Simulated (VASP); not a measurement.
A run of VASP 6.6.1:

The input POSCAR:

```
C
1.0
    1.7890415006      1.7890415006      0.0000000000
   -1.7890415006      1.7890415006      0.0000000000
    0.0000000000      1.7890415006      1.7782319693
C
2
Direct
    0.5000000000      0.5000000000      0.0000000000
    0.7500000000      0.2500000000      0.5000000000
```

Contents of INCAR.step1:

```
SYSTEM = C
ALGO = Normal ; EDIFF = 1E-4
ENCUT = 520 ; GGA = PE
ISMEAR = 0 ; LASPH = .True.
LCHARG = .False. ; LREAL = .False.
LWAVE = .True. ; NBANDS = 11
NELM = 80 ; PREC = Accurate
SIGMA = 0.01
```

INCAR.step2

```
SYSTEM = C
ALGO = Normal ; EDIFF = 1E-7
ENCUT = 520 ; ISIF = 2
ISMEAR = 0 ; ISTART = 1
LASPH = .True. ; LCHARG = .False.
LMIXTAU = .True. ; LREAL = .False.
LWAVE = .False. ; METAGGA = R2SCAN
NBANDS = 11 ; NELM = 80
PREC = Accurate ; SIGMA = 0.01
```

The input KPOINTS:

```
k-points
0
Gamma
  12 12 12
  0 0 0
```

Potentials or basis: VASP PAW PBE potentials, release 64 (C).

Launch:

```sh
$ cat potpaw_PBE.64/C/POTCAR > POTCAR
$ cp INCAR.step1 INCAR
$ mpirun -np 1 vasp_std > vasp.out
$ cp INCAR.step2 INCAR
$ mpirun -np 1 vasp_std > vasp.out
```

Hardware: 1 thread of Intel Xeon 8259CL, on a shared host.

Problem. How long does it take, and how much memory?

Solution. It took 89 s on 1 thread of Intel Xeon 8259CL (shared host), peak memory 0.13 GiB. Counts: k points 163.
